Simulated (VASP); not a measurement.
Here is a VASP 6.6.1 calculation.

Contents of INCAR:

```
SYSTEM = Nb
PREC = Accurate
ENCUT = 600
EDIFF = 1E-6
ISMEAR = -1
SIGMA = 0.1
LREAL = .FALSE.
LASPH = .TRUE.
NELM = 60
ALGO = Normal
ISIF = 3
LWAVE = .FALSE.
LCHARG = .FALSE.
IBRION = 2
NSW = 80
EDIFFG = -0.02
PSTRESS = 600.0
```

File KPOINTS:

```
Automatic mesh
0
G
  9 9 5
  0 0 0
```

The input POSCAR:

```
Nb
1.0
    2.9600000000      0.0000000000      0.0000000000
   -1.4800000000      2.5634351952      0.0000000000
    0.0000000000      0.0000000000      4.8336800000
Nb
2
Direct
    0.3333333333      0.6666666667      0.2500000000
    0.6666666667      0.3333333333      0.7500000000
```

Potentials or basis: VASP PAW LDA potentials, release 64 (Nb_sv).

Launch:

```console
$ cat potpaw_LDA.64/Nb_sv/POTCAR > POTCAR
$ mpirun -np 1 vasp_std > vasp.out
```

**Question.** Predict the band gap on the k mesh.

**Answer.** Zero (bands 13 and 14 overlap by 3.10 eV).

**Question.** Estimate the relaxed volume.

**Answer.** 14.15 Å³/atom.

**Question.** Predict the relaxed cell.

**Answer.** a = 2.620 Å, b = 2.620 Å, c = 4.761 Å, α = 90.00°, β = 90.00°, γ = 120.00°.

**Question.** Estimate the space group after relaxing (to 0.1 Å).

**Answer.** P6_3/mmc (No. 194).

Final structure:
```cif
data_structure
_symmetry_space_group_name_H-M 'P 1'
_symmetry_Int_Tables_number 1
_cell_length_a 2.6197
_cell_length_b 2.6197
_cell_length_c 4.7609
_cell_angle_alpha 90.000
_cell_angle_beta 90.000
_cell_angle_gamma 120.000
_cell_volume 28.30
loop_
_atom_site_label
_atom_site_type_symbol
_atom_site_fract_x
_atom_site_fract_y
_atom_site_fract_z
_atom_site_occupancy
Nb1 Nb 0.33333 0.66667 0.25000 1
Nb2 Nb 0.66667 0.33333 0.75000 1
```

Caveat: the cell is relaxed towards a set pressure, so the run minimises the enthalpy, not the energy; the volume moved by over 15 % at a fixed basis, so the end points are rough.
